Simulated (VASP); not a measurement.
A run of VASP 6.6.1 is set up as follows.

File INCAR:

```
SYSTEM = Al
PREC = Accurate
ENCUT = 520
EDIFF = 1E-7
ISMEAR = 0
SIGMA = 0.1
LREAL = .FALSE.
LASPH = .TRUE.
NELM = 80
ALGO = Normal
ISIF = 2
LWAVE = .FALSE.
LCHARG = .FALSE.
GGA = PE
IVDW = 13
NBANDS = 8
```

The input KPOINTS:

```
Automatic mesh
0
G
  14 14 14
  0 0 0
```

The input POSCAR:

```
Al
1.0
    0.0000000000      1.9298041880      1.9298041880
    1.9298041880      0.0000000000      1.9298041880
    1.9298041880      1.9298041880      0.0000000000
Al
1
Direct
    0.0000000000      0.0000000000      0.0000000000
```

Potentials or basis: VASP PAW PBE potentials, release 64 (Al).

The run is started by

```console
$ cat potpaw_PBE.64/Al/POTCAR > POTCAR
$ mpirun -np 1 vasp_std > vasp.out
```

(1) Predict the dispersion energy per atom.

(2) Predict the pressure.

Results:

(1) -0.392 eV.

(2) 10.0 GPa.

Caveat: pairwise dispersion overbinds metals, which lowers pressure and volume.
